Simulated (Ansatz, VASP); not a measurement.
## Ga3SbN2: VASP beside Ansatz

```
Ga Sb N
1.0
     5.81524    0.00000    0.00000
    -2.90762    5.03615    0.00000
     0.00000    0.00000    5.67986
Ga Sb N
3 1 2
Direct
  0.50000 0.00000 0.50000
  0.00000 0.50000 0.50000
  0.50000 0.50000 0.50000
  0.00000 0.00000 0.00000
  0.00000 0.00000 0.39639
  0.00000 0.00000 0.60361
```

Alike in both runs: functional PBE; k mesh 6 × 6 × 4; occupations gaussian, width 0.1 eV; no spin polarisation.

Ansatz relaxed the structure, and its values are those at the end. VASP's run is a single point on that final structure, the one shown.

|  | VASP | Ansatz |
| --- | --- | --- |
| version | VASP 6.6.1 | Ansatz 0.2.0 |
| potentials or method | VASP PAW PBE potentials, release 64 (Ga_d, Sb_d_GW, N), cutoff 700 eV | scalar-relativistic, plane waves, PAW |
| valence electrons in the cell | 64 | 64 |

VASP gave:

| Item | Value |
| --- | --- |
| gap on the k mesh at the Fermi level (eV) | none |
| pressure (GPa) | 0.2 |
| rms of the force components (eV/Å) | 0.196 |

Problem. Which values does Ansatz return?

Solution. gap on the k mesh at the Fermi level (eV): none; pressure (GPa): 0.0; rms of the force components (eV/Å): 0.007.

A gap of «none» marks a metal or a gap that the smearing closes. One of these differences is far larger than is usual between the two programs; its cause wasn't traced.

Spin-orbit coupling is off throughout. Noted on VASP's run: the standard files for N, O and F lose accuracy on very short bonds.
